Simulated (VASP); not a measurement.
A run of VASP 6.6.1 is set up as follows.

Contents of INCAR:

```
SYSTEM = W
PREC = Accurate ; ENCUT = 500
EDIFF = 1E-6 ; ISMEAR = 0
SIGMA = 0.1 ; LREAL = .FALSE.
LASPH = .TRUE. ; NELM = 120
ALGO = Normal ; ISIF = 2
LWAVE = .FALSE. ; LCHARG = .FALSE.
GGA = PE ; NBANDS = 13
GGA_COMPAT = .FALSE.
```

File KPOINTS:

```
Automatic mesh
0
G
  18 18 18
  0 0 0
```

File POSCAR:

```
W
1.0
   -1.5918580610      1.5918580610      1.5918580610
    1.5918580610     -1.5918580610      1.5918580610
    1.5918580610      1.5918580610     -1.5918580610
W
1
Direct
    0.0000000000      0.0000000000      0.0000000000
```

Potentials or basis: VASP PAW PBE potentials, release 64 (W_sv).

Command:

```sh
$ cat potpaw_PBE.64/W_sv/POTCAR > POTCAR
$ mpirun -np 1 vasp_std > vasp.out
```

Predict the pressure.

0.4 GPa.

Predict the band gap on the k mesh.

zero (bands 7 and 8 overlap by 6.24 eV).

Caveat: spin-orbit coupling is left out, which moves the levels of the heavy elements.
